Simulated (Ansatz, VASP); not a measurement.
## One calculation of SiNi, two programs

Contents of INCAR:

```
SYSTEM = SiNi
ALGO     = Normal         ! electronic algorithm
EDIFF    = 1E-7           ! SCF threshold, eV
ENCUT    = 520            ! plane-wave cutoff, eV
GGA      = PE             ! functional
ISIF     = 2              ! what is computed and relaxed
ISMEAR   = 0              ! smearing method
LASPH    = .True.         ! aspherical terms in the spheres
LCHARG   = .False.        ! write CHGCAR
LREAL    = .False.        ! projectors in reciprocal space
LWAVE    = .False.        ! write WAVECAR
NBANDS   = 22             ! bands
NELM     = 60             ! most SCF steps
PREC     = Accurate       ! precision mode
SIGMA    = 0.1            ! smearing width, eV
```

Contents of KPOINTS:

```
k-points
0
Gamma
  16 14 10
  0 0 0
```

POSCAR

```
SiNi
1.0
    3.0266200000      0.0000000000      0.0000000000
    0.0000000000      3.2735000000      0.0000000000
    0.0000000000      0.0000000000      4.6977600000
Si Ni
2 2
Direct
    0.5000000000      0.5000000000      0.8423000000
    0.0000000000      0.0000000000      0.1577000000
    0.5000000000      0.5000000000      0.3442200000
    0.0000000000      0.0000000000      0.6557800000
```

Input for Ansatz:

```yaml
crystal:
  lattice:
    - [3.02662, 0.0, 0.0]
    - [0.0, 3.2735, 0.0]
    - [0.0, 0.0, 4.69776]
  atoms:
    - { symbol: Si, position: [0.5, 0.5, 0.8423] }
    - { symbol: Si, position: [0.0, 0.0, 0.1577] }
    - { symbol: Ni, position: [0.5, 0.5, 0.34422] }
    - { symbol: Ni, position: [0.0, 0.0, 0.65578] }
basis:
  ecutwfc: 420
kpoints:
  mp_grid: { grid: [16, 14, 10] }
hamiltonian:
  xc: pbe
scf:
  occupations: { method: gaussian, width: 0.1 }
output:
  forces: true
  stress: true
  eigenvalues: true
```

Alike in both runs: task single point; functional PBE; k mesh 16 × 14 × 10; occupations gaussian, width 0.1 eV; no spin polarisation.

```csv
,VASP,Ansatz
version,VASP 6.6.1,Ansatz 0.2.0
potentials or method,"VASP PAW PBE potentials, release 64 (Si, Ni), cutoff 520 eV","scalar-relativistic, plane waves, PAW"
valence electrons in the cell,28,44
```

|  | VASP | Ansatz | Ansatz less VASP |
| --- | --- | --- | --- |
| gap on the k mesh at the Fermi level (eV) | none | none | - |
| pressure (GPa) | 1.1 | 1.1 | -0.06 |
| traceless stress, the component that is largest in VASP (GPa) | -0.40 | -0.30 | +0.095 |
| rms of the force components (eV/Å) | 0.064 | 0.065 | +0.0011 |

Atom by atom the forces differ by 0.004 eV/Å (rms over components). A gap of «none» marks a metal or a gap that the smearing closes. The functional is the same, so the differences come from potentials, cutoffs and numerics. VASP's potentials hold 28 valence electrons a cell and Ansatz's 44, so a difference there can come from the potentials and not from the codes.
